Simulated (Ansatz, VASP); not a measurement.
## Two plane-wave programs on Ga

Contents of INCAR:

```
SYSTEM = Ga
PREC     = Accurate       ! precision mode
ENCUT    = 400            ! plane-wave cutoff, eV
EDIFF    = 1E-8           ! SCF threshold, eV
ISMEAR   = -1             ! smearing method
SIGMA    = 0.05           ! smearing width, eV
LREAL    = .FALSE.        ! projectors in reciprocal space
LASPH    = .TRUE.         ! aspherical terms in the spheres
NELM     = 120            ! most SCF steps
ALGO     = Normal         ! electronic algorithm
ISIF     = 2              ! what is computed and relaxed
LWAVE    = .FALSE.        ! write WAVECAR
LCHARG   = .FALSE.        ! write CHGCAR
GGA      = CA             ! functional
LEFG     = .TRUE.       
NBANDS   = 20             ! bands
GGA_COMPAT= .FALSE.
```

Contents of KPOINTS:

```
regular mesh
0
G
  11 11 9
  0 0 0
```

Contents of POSCAR:

```
Ga
1.0
    1.3830000000     -4.0265000000      0.0000000000
    1.3830000000      4.0265000000      0.0000000000
   -0.1174474948      0.0000000000      3.3299294416
Ga
2
Direct
    0.9161600000      0.0838400000      0.1600000000
    0.0838400000      0.9161600000      0.8400000000
```

Input for Ansatz:

```yaml
crystal:
  lattice:
    - [1.383, -4.0265, 0.0]
    - [1.383, 4.0265, 0.0]
    - [-0.1174474948, 0.0, 3.3299294416]
  atoms:
    - { symbol: Ga, position: [0.91616, 0.08384, 0.16] }
    - { symbol: Ga, position: [0.08384, 0.91616, 0.84] }
kpoints:
  mp_grid: { grid: [11, 11, 9] }
scf:
  occupations: { method: fermi_dirac, width: 0.05 }
hamiltonian:
  xc: lda
  pseudopotentials: { kind: paw }
output:
  forces: true
  stress: true
  eigenvalues: true
  efg: { contact_densities: true }
  populations: true
```

Change from the starting cell: shortest bond scaled by 0.64, PAW files.

Alike in both runs: task electric field gradients; functional LDA; k mesh 11 × 11 × 9; occupations fermi-dirac, width 0.05 eV; no spin polarisation.

```csv
,VASP,Ansatz
version,VASP 6.6.1,Ansatz 0.2.0
potentials or method,"VASP PAW LDA potentials, release 64 (Ga_d)","PAW with Ansatz's default frozen-core files, scalar-relativistic"
plane-wave cutoff (eV),400,420
valence electrons in the cell,26,26
```

Ansatz gave:

- rms of the force components (eV/Å): 11.674
- size of Vzz on the site where it differs most (V/Å²): 56.1

Task: What did VASP give for the same quantities?

Result: rms of the force components (eV/Å): 12.657; size of Vzz on the site where it differs most (V/Å²): 112.3.

LDA's correlation is that of Perdew and Zunger in VASP and of Perdew and Wang (1992) in Ansatz. Atom by atom the forces differ by 0.983 eV/Å (rms over components).
